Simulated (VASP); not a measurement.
Here is a VASP 6.6.1 calculation.

Contents of INCAR:

```
SYSTEM = KCdCO3F
PREC = Accurate
ENCUT = 520
EDIFF = 1E-7
ISMEAR = 0
SIGMA = 0.02
LREAL = .False.
LASPH = .True.
NELM = 60
ALGO = Normal
ISIF = 2
LWAVE = .False.
LCHARG = .False.
GGA = PE
NBANDS = 34
```

KPOINTS

```
regular mesh
0
Gamma
  6 6 6
  0 0 0
```

POSCAR

```
KCdCO3F
1.0
    5.1321142822      0.0000000000      0.0000000000
   -2.5660571411      4.4445413435      0.0000000000
    0.0000000000      0.0000000000      4.4893841508
K Cd C O F
1 1 1 3 1
Direct
    0.0000000000      0.0000000000      0.0000000000
    0.6666666667      0.3333333333      0.5000000000
    0.3333333333      0.6666666667      0.5000000000
    0.1878612122      0.3757224244      0.5000000000
    0.1878612122      0.8121387878      0.5000000000
    0.6242775756      0.8121387878      0.5000000000
    0.6666666667      0.3333333333      0.0000000000
```

Potentials or basis: VASP PAW PBE potentials, release 64 (K_sv, Cd, C, O, F).

Command:

```bash
$ cat potpaw_PBE.64/K_sv/POTCAR potpaw_PBE.64/Cd/POTCAR potpaw_PBE.64/C/POTCAR potpaw_PBE.64/O/POTCAR potpaw_PBE.64/F/POTCAR > POTCAR
$ mpirun -np 1 vasp_std > vasp.out
```

Q: Predict the pressure.

A: 0.7 GPa.

Q: Predict the band gap on the k mesh.

A: 1.75 eV.

Q: Predict the largest force.

A: 0.259 eV/Å.

Stress tensor (GPa, compression positive):
```
0.93 0.00 0.00
0.00 0.93 0.00
0.00 0.00 0.34
```

A k mesh can miss the band edges. PBE gaps usually lie below the measured ones, often by a third to a half.
